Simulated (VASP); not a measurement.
# CdS (F-43m) in VASP: a series of runs

Runs on CdS. Level: PBE. Tasks: single point.

All numbers are computed with VASP 6.6.1; they aren't measurements. Logs are shortened: lines on timing, memory, paths and dates and some standing lists are left out, and cuts for length are marked.

## (1) The cell of the first run

It takes space group F-43m (No. 216, cubic). The conventional cell has a = 5.926 Å, b = 5.926 Å, c = 5.926 Å, α = 90.00°, β = 90.00°, γ = 90.00°. Cd (site symmetry -43m) has 4 S at 2.57 Å within 3.4 Å. S (site symmetry -43m) has 4 Cd at 2.57 Å within 3.4 Å.

## (2) Single point, PBE

Contents of INCAR:

```
SYSTEM = CdS
ALGO = Normal ; EDIFF = 1E-6
ENCUT = 500 ; GGA = PE
GGA_COMPAT = .False. ; ISIF = 2
ISMEAR = 0 ; LASPH = .True.
LCHARG = .False. ; LREAL = .False.
LWAVE = .False. ; NBANDS = 16
NELM = 120 ; PREC = Accurate
SIGMA = 0.02
```

Contents of KPOINTS:

```
k-points
0
Gamma
  8 8 8
  0 0 0
```

Contents of POSCAR:

```
CdS
1.0
    0.0000000000      2.9629100571      2.9629100571
    2.9629100571      0.0000000000      2.9629100571
    2.9629100571      2.9629100571      0.0000000000
Cd S
1 1
Direct
    0.0000000000      0.0000000000      0.0000000000
    0.2500000000      0.2500000000      0.2500000000
```

Potentials or basis: VASP PAW PBE potentials, release 64 (Cd, S).

Started as:

```bash
> cat potpaw_PBE.64/Cd/POTCAR potpaw_PBE.64/S/POTCAR > POTCAR
> mpirun -np 1 vasp_std > vasp.out
```

OUTCAR:

```text
SYSTEM = CdS
   EDIFF = 1E-6
   ENCUT = 500
   GGA = PE
   ISIF = 2
   ISMEAR = 0
   LASPH = .True.
   LREAL = .False.
   NELM = 120
   PREC = Accurate

 ion  position               nearest neighbor table
   1  0.000  0.000  0.000-   2 2.57   2 2.57   2 2.57   2 2.57
   2  0.250  0.250  0.250-   1 2.57   1 2.57   1 2.57   1 2.57

  LATTYP: Found a face centered cubic cell.
 ALAT       =     5.9258201142

  Lattice vectors:

 A1 = (   0.0000000000,   2.9629100571,   2.9629100571)
 A2 = (   2.9629100571,   0.0000000000,   2.9629100571)
 A3 = (   2.9629100571,   2.9629100571,   0.0000000000)

Analysis of symmetry for initial positions (statically):
=====================================================================
 Subroutine PRICEL returns:
 Original cell was already a primitive cell.

 Routine SETGRP: Setting up the symmetry group for a
 face centered cubic supercell.

 Subroutine GETGRP returns: Found 24 space group operations
 (whereof 24 operations were pure point group operations)
 out of a pool of 48 trial point group operations.

The static configuration has the point symmetry T_d .

Analysis of symmetry for dynamics (positions and initial velocities):
=====================================================================
 Subroutine PRICEL returns:
 Original cell was already a primitive cell.

 Routine SETGRP: Setting up the symmetry group for a
 face centered cubic supercell.

 Subroutine GETGRP returns: Found 24 space group operations
 (whereof 24 operations were pure point group operations)
 out of a pool of 48 trial point group operations.

The dynamic configuration has the point symmetry T_d .

 Subroutine INISYM returns: Found 24 space group operations
 (whereof 24 operations are pure point group operations),
 and found     1 'primitive' translations

----------------------------------------------------------------------------------------

                                     Primitive cell

  volume of cell :      52.0218

  direct lattice vectors                    reciprocal lattice vectors
     0.000000000  2.962910057  2.962910057    -0.168753013  0.168753013  0.168753013
     2.962910057  0.000000000  2.962910057     0.168753013 -0.168753013  0.168753013
     2.962910057  2.962910057  0.000000000     0.168753013  0.168753013 -0.168753013

  length of vectors
     4.190187587  4.190187587  4.190187587     0.292288793  0.292288793  0.292288793

  position of ions in fractional coordinates (direct lattice)
     0.000000000  0.000000000  0.000000000
     0.250000000  0.250000000  0.250000000

  ion indices of the primitive-cell ions
   primitive index   ion index
                 1           1
                 2           2

----------------------------------------------------------------------------------------

 KPOINTS: k-points

Automatic generation of k-mesh.
 Grid dimensions read from file:
 generate k-points for:    8    8    8

 Generating k-lattice:

  Cartesian coordinates                     Fractional coordinates (reciprocal lattice)
    -0.021094127  0.021094127  0.021094127     0.125000000  0.000000000  0.000000000
     0.021094127 -0.021094127  0.021094127     0.000000000  0.125000000  0.000000000
     0.021094127  0.021094127 -0.021094127     0.000000000  0.000000000  0.125000000

  Length of vectors
     0.036536099  0.036536099  0.036536099

  Shift w.r.t. Gamma in fractional coordinates (k-lattice)
     0.000000000  0.000000000  0.000000000

 Subroutine IBZKPT returns following result:
 ===========================================

 Found     29 irreducible k-points:

 Following reciprocal coordinates:
            Coordinates               Weight
  0.000000  0.000000  0.000000      1.000000
  0.125000  0.000000  0.000000      8.000000
  0.250000  0.000000  0.000000      8.000000
  0.375000  0.000000  0.000000      8.000000
  0.500000  0.000000  0.000000      4.000000
  0.125000  0.125000  0.000000      6.000000
[... 16 lines left out ...]
  0.500000  0.250000  0.125000     48.000000
 -0.375000  0.250000  0.125000     24.000000
 [... further k-points ...]
   k-points           NKPTS =     29   k-points in BZ     NKDIM =     29   number of bands    NBANDS=     16
   number of dos      NEDOS =    301   number of ions     NIONS =      2
   total plane-waves  NPLWV =  32768
   dimension x,y,z NGX =    32 NGY =   32 NGZ =   32
   dimension x,y,z NGXF=    64 NGYF=   64 NGZF=   64
   ions per type =               1   1
   NGX,Y,Z   is equivalent  to a cutoff of  12.70, 12.70, 12.70 a.u.
   NGXF,Y,Z  is equivalent  to a cutoff of  25.39, 25.39, 25.39 a.u.
 SYSTEM =  CdS
   PREC   = accura    normal or accurate (medium, high low for compatibility)
   ISTART =      0    job   : 0-new  1-cont  2-samecut
   ICHARG =      2    charge: 1-file 2-atom 10-const
   ISPIN  =      1    spin polarized calculation?
   LNONCOLLINEAR =      F non collinear calculations
   LSORBIT =      F    spin-orbit coupling
   LASPH  =      T    aspherical Exc in radial PAW
   ENCUT  =  500.0 eV  36.75 Ry    6.06 a.u.   7.64  7.64  7.64*2*pi/ulx,y,z
   NELM   =    120;   NELMIN=  2; NELMDL= -5     # of ELM steps
   EDIFF  = 0.1E-05   stopping-criterion for ELM
   LREAL  =      F    real-space projection
   EDIFFG = 0.1E-04   stopping-criterion for IOM
   NSW    =      0    number of steps for IOM
   IBRION =     -1    ionic relax: 0-MD 1-quasi-New 2-CG
   NFREE  =      0    steps in history (QN), initial steepest desc. (CG)
   ISIF   =      2    stress and relaxation
   ISYM   =      2    0-nonsym 1-usesym 2-fastsym
   POTIM  = 0.5000    time-step for ionic-motion
   TEBEG  =    0.0;   TEEND  =   0.0 temperature during run
   PSTRESS=    0.0 pullay stress
   NELECT =      18.0000    total number of electrons
   NUPDOWN=      -1.0000    fix difference up-down
   EMIN   =  10.00;   EMAX   =-10.00  energy-range for DOS
   EFERMI =   0.00;   METHOD = LEGACY
   ISMEAR =     0;   SIGMA  =   0.02  broadening in eV -4-tet -1-fermi 0-gaus
   EFERMI_NEDOS =   21; number of points for ismear=-14 and -15
   IALGO  =     38    algorithm
   IMIX   =      4    mixing-type and parameters
     AMIX     =   0.40;   BMIX     =  1.00
     AMIX_MAG =   1.60;   BMIX_MAG =  1.00
  volume/ion in A,a.u.               =      26.01       175.53
  Fermi-wavevector in a.u.,A,eV,Ry     =   1.149310  2.171881 17.972120  1.320914
  Thomas-Fermi vector in A             =   2.285980
   LORBIT       =      0    0 simple, 1 ext, 2 COOP (PROOUT), +10 PAW based schemes
   GGA     = PE    functional components
   LHFCALC =     F    Hartree Fock is set to
   AEXX    =    0.0000 exact exchange contribution
   IVDW    =     0    specifies the selected vdW correction
   LEPSILON=     F    determine dielectric tensor
   LRPA    =     F    only Hartree local field effects (RPA)
 non-spin polarized calculation
 Gauss-broadening in eV      SIGMA  =   0.02
  energy-cutoff  :      500.00
  volume of cell :       52.02
 maximum number of plane-waves:      1363
   NGX = 15   NGY = 15   NGZ = 15

 number of electron      18.0000002 magnetization

 Free energy of the ion-electron system (eV)
  ---------------------------------------------------
  ext. energy  EPLUGINS =         0.00000000
  ---------------------------------------------------
  free energy    TOTEN  =        -6.14707053 eV

  energy without entropy =       -6.14707053  energy(sigma->0) =       -6.14707053

 E-fermi :   1.0639     XC(G=0):  -8.9297

 val. band max:        0.9206753623   @ k =   0.0000   0.0000   0.0000
 cond. band min:       1.9650638309   @ k =   0.0000   0.0000   0.0000
 fundamental gap:      1.0443884687
 Fermi energy:         1.0638998554

 k-point     1 :       0.0000    0.0000    0.0000
  band No.  band energies     occupation
      1     -11.1700      2.00000
      2      -6.6488      2.00000
      3      -6.6488      2.00000
      4      -6.6488      2.00000
      5      -6.2310      2.00000
      6      -6.2310      2.00000
[... 8 lines left out ...]
     15      12.3269      0.00000
     16      12.3269      0.00000

 k-point     2 :       0.1250    0.0000    0.0000
  band No.  band energies     occupation
      1     -11.1141      2.00000
      2      -6.6290      2.00000
      3      -6.6290      2.00000
      4      -6.5971      2.00000
      5      -6.2318      2.00000
      6      -6.2318      2.00000
[... 8 lines left out ...]
     15      11.7483      0.00000
     16      12.7184      0.00000

 k-point     3 :       0.2500    0.0000    0.0000
  band No.  band energies     occupation
      1     -10.9787      2.00000
      2      -6.5861      2.00000
      3      -6.5861      2.00000
      4      -6.4176      2.00000
      5      -6.2270      2.00000
      6      -6.2270      2.00000
[... 8 lines left out ...]
     15      11.5157      0.00000
     16      12.1344      0.00000

 k-point     4 :       0.3750    0.0000    0.0000
  band No.  band energies     occupation
      1     -10.8434      2.00000
      2      -6.5530      2.00000
      3      -6.5530      2.00000
      4      -6.2097      2.00000
      5      -6.2097      2.00000
      6      -6.1040      2.00000
[... 8 lines left out ...]
     15      12.3342      0.00000
     16      12.3342      0.00000
[... 324 lines left out ...]
 k-point    22 :       0.3750    0.2500    0.1250
  band No.  band energies     occupation
      1     -10.8793      2.00000
      2      -6.5390      2.00000
      3      -6.5167      2.00000
      4      -6.3610      2.00000
      5      -6.2209      2.00000
      6      -6.1746      2.00000
[... 8 lines left out ...]
     15      12.8266      0.00000
     16      14.6191      0.00000

 k-point    23 :       0.5000    0.2500    0.1250
  band No.  band energies     occupation
      1     -10.7729      2.00000
      2      -6.5079      2.00000
      3      -6.4855      2.00000
      4      -6.2839      2.00000
      5      -6.2012      2.00000
      6      -5.9597      2.00000
[... 8 lines left out ...]
     15      13.5343      0.00000
     16      13.8938      0.00000

 k-point    24 :      -0.3750    0.2500    0.1250
  band No.  band energies     occupation
      1     -10.7294      2.00000
      2      -6.5034      2.00000
      3      -6.4710      2.00000
      4      -6.2515      2.00000
      5      -6.2072      2.00000
      6      -5.7908      2.00000
[... 8 lines left out ...]
     15      13.0920      0.00000
     16      13.9351      0.00000

 [... further k-points ...]
[... 5 lines left out ...]
  --------------------------------------------------------------------------------------
  -------------------------------------------------------------------------------------
  Total        0.0996253      0.0996253      0.0996253      0.0000000      0.0000000     -0.0000000
  in kB        3.0682794      3.0682794      3.0682794      0.0000000      0.0000000     -0.0000000
  external PRESSURE =       3.0682794 kB  Pullay stress =       0.0000000 kB

 VOLUME and BASIS-vectors are now :
 -----------------------------------------------------------------------------
  energy-cutoff  :      500.00
  volume of cell :       52.02
      direct lattice vectors                 reciprocal lattice vectors
     0.000000000  2.962910057  2.962910057    -0.168753013  0.168753013  0.168753013
     2.962910057  0.000000000  2.962910057     0.168753013 -0.168753013  0.168753013
     2.962910057  2.962910057  0.000000000     0.168753013  0.168753013 -0.168753013

 POSITION                                       TOTAL-FORCE (eV/Angst)
 -----------------------------------------------------------------------------------
      0.00000      0.00000      0.00000        -0.000000     -0.000000     -0.000000
      1.48146      1.48146      1.48146         0.000000      0.000000      0.000000
 -----------------------------------------------------------------------------------
    total drift:                               -0.000000     -0.000000      0.000000

  FREE ENERGIE OF THE ION-ELECTRON SYSTEM (eV)
  ---------------------------------------------------
  free  energy   TOTEN  =        -6.1470705340 eV

  energy  without entropy=       -6.1470705340  energy(sigma->0) =       -6.14707053
```

It took 17 s on 1 thread of Intel Xeon Platinum 8375C at 2.90GHz (Ice Lake), shared host; peak memory 0.18 GiB.

What came out:

```
Free energy            : -6.1471 eV
Pressure               : 0.3 GPa
Band gap on the k mesh : 1.04 eV, direct
```

A hybrid or GW would open this gap; PBE tends to underestimate it.

## (3) Single point, PBE

Contents of INCAR:

```
PREC = Accurate
ENCUT = 500
EDIFF = 1E-6
ISMEAR = 0
SIGMA = 0.02
LREAL = F
LASPH = T
NELM = 120
ALGO = Normal
ISIF = 2
LWAVE = F
LCHARG = F
GGA = PE
NBANDS = 16
GGA_COMPAT = F
```

Contents of KPOINTS:

```
Automatic mesh
0
Gamma
  8 8 8
```

POSCAR is that of step 2.

Potentials or basis: VASP PAW PBE potentials, release 64 (Cd, S).

Started as:

```bash
> cat potpaw_PBE.64/Cd/POTCAR potpaw_PBE.64/S/POTCAR > POTCAR
> mpirun -np 1 vasp_std > vasp.out
```

OUTCAR:

```text
PREC = Accurate
   ENCUT = 500
   EDIFF = 1E-6
   ISMEAR = 0
   LREAL = F
   LASPH = T
   NELM = 120
   ISIF = 2
   GGA = PE

 ion  position               nearest neighbor table
   1  0.000  0.000  0.000-   2 2.57   2 2.57   2 2.57   2 2.57
   2  0.250  0.250  0.250-   1 2.57   1 2.57   1 2.57   1 2.57

  LATTYP: Found a face centered cubic cell.
 ALAT       =     5.9258201142

  Lattice vectors:

 A1 = (   0.0000000000,   2.9629100571,   2.9629100571)
 A2 = (   2.9629100571,   0.0000000000,   2.9629100571)
 A3 = (   2.9629100571,   2.9629100571,   0.0000000000)
[... 623 lines left out ...]
      3      -6.4710      2.00000
      4      -6.2515      2.00000
      5      -6.2072      2.00000
      6      -5.7908      2.00000
[... 8 lines left out ...]
     15      13.0920      0.00000
     16      13.9351      0.00000

 [... further k-points ...]
[... 5 lines left out ...]
  --------------------------------------------------------------------------------------
  -------------------------------------------------------------------------------------
  Total        0.0996253      0.0996253      0.0996253      0.0000000      0.0000000     -0.0000000
  in kB        3.0682794      3.0682794      3.0682794      0.0000000      0.0000000     -0.0000000
  external PRESSURE =       3.0682794 kB  Pullay stress =       0.0000000 kB

 VOLUME and BASIS-vectors are now :
 -----------------------------------------------------------------------------
  energy-cutoff  :      500.00
  volume of cell :       52.02
      direct lattice vectors                 reciprocal lattice vectors
     0.000000000  2.962910057  2.962910057    -0.168753013  0.168753013  0.168753013
     2.962910057  0.000000000  2.962910057     0.168753013 -0.168753013  0.168753013
     2.962910057  2.962910057  0.000000000     0.168753013  0.168753013 -0.168753013

 POSITION                                       TOTAL-FORCE (eV/Angst)
 -----------------------------------------------------------------------------------
      0.00000      0.00000      0.00000        -0.000000     -0.000000     -0.000000
      1.48146      1.48146      1.48146         0.000000      0.000000      0.000000
 -----------------------------------------------------------------------------------
    total drift:                               -0.000000     -0.000000      0.000000

  FREE ENERGIE OF THE ION-ELECTRON SYSTEM (eV)
  ---------------------------------------------------
  free  energy   TOTEN  =        -6.1470705340 eV

  energy  without entropy=       -6.1470705340  energy(sigma->0) =       -6.14707053
```

stdout:

```text
POSCAR found type information on POSCAR CdS
 POSCAR found :  2 types and       2 ions
 scaLAPACK will be used
 LDA part: xc-table for (Slater+PW92), standard interpolation
 POSCAR, INCAR and KPOINTS ok, starting setup
 FFT: planning ... GRIDC
 FFT: planning ... GRID_SOFT
 FFT: planning ... GRID
 WAVECAR not read
 entering main loop
```

It took 15 s on 1 thread of Intel Xeon Platinum 8375C at 2.90GHz (Ice Lake), shared host; peak memory 0.18 GiB.

Results:

```yaml
Free_energy: -6.1471 eV
Pressure: 0.3 GPa
Band_gap_on_the_k_mesh: 1.04 eV, direct
```

Levels at points of the mesh, in eV from the valence-band top:
| k point | band 5 | band 6 | band 7 | band 8 | band 9 | band 10 | band 11 | band 12 | band 13 | band 14 |
| --- | --- | --- | --- | --- | --- | --- | --- | --- | --- | --- |
| (0.00, 0.00, 0.00) | -7.15 | -7.15 | 0.00 | 0.00 | 0.00 | 1.04 | 6.55 | 6.55 | 6.55 | 11.18 |
| (0.50, 0.00, 0.00) | -7.12 | -6.81 | -4.12 | -0.69 | -0.69 | 2.94 | 7.01 | 7.01 | 7.33 | 10.94 |
| (0.50, 0.50, 0.00) | -7.08 | -6.75 | -3.75 | -1.72 | -1.72 | 3.63 | 4.28 | 9.04 | 10.50 | 10.50 |
